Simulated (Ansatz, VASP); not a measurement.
## One calculation of H, two programs

The input INCAR:

```
ALGO = Normal ; EDIFF = 1E-6
ENCUT = 500 ; GGA = PE
GGA_COMPAT = False ; ISIF = 2
ISMEAR = 1 ; LASPH = True
LCHARG = False ; LREAL = False
LWAVE = False ; NBANDS = 6
NELM = 120 ; PREC = Accurate
SIGMA = 0.18
```

KPOINTS

```
k-points
0
Gamma
  8 8 22
```

POSCAR

```
H
1.0
    2.6496387389      0.0000000000      0.0000000000
    0.0000000000      2.6496387389      0.0000000000
    0.0000000000      0.0000000000      0.9804929200
H
1
Direct
    0.0000000000      0.0000000000      0.5000000000
```

Input for Ansatz:

```yaml
crystal:
  lattice:
    - [2.6496387389, 0.0, 0.0]
    - [0.0, 2.6496387389, 0.0]
    - [0.0, 0.0, 0.98049292]
  atoms:
    - { symbol: H, position: [0.0, 0.0, 0.5] }
basis:
  ecutwfc: 420
kpoints:
  mp_grid: { grid: [8, 8, 22] }
hamiltonian:
  xc: pbe
scf:
  occupations: { method: methfessel_paxton, width: 0.18 }
  convergence: { dr2_threshold: "1e-3 eV" }
output:
  forces: true
  stress: true
  eigenvalues: true
```

Alike in both runs: task single point; functional PBE; k mesh 8 × 8 × 22; occupations methfessel-paxton of order 1, width 0.18 eV; no spin polarisation.

|  | VASP | Ansatz |
| --- | --- | --- |
| version | VASP 6.6.1 | Ansatz 0.2.0 |
| potentials or method | VASP PAW PBE potentials, release 64 (H), cutoff 500 eV | scalar-relativistic, plane waves, PAW |
| valence electrons in the cell | 1 | 1 |

Ansatz gave:

```
gap on the k mesh at the Fermi level (eV)                     : none
pressure (GPa)                                                : 1.8
traceless stress, the component that is largest in VASP (GPa) : -2.29
```

Problem. Which values does VASP return?

Solution. gap on the k mesh at the Fermi level (eV): none; pressure (GPa): 1.4; traceless stress, the component that is largest in VASP (GPa): -1.71.

A gap of «none» marks a metal or a gap that the smearing closes. Ansatz's warnings: force scf threshold loose, published levels not confirmed, stress scf threshold loose.
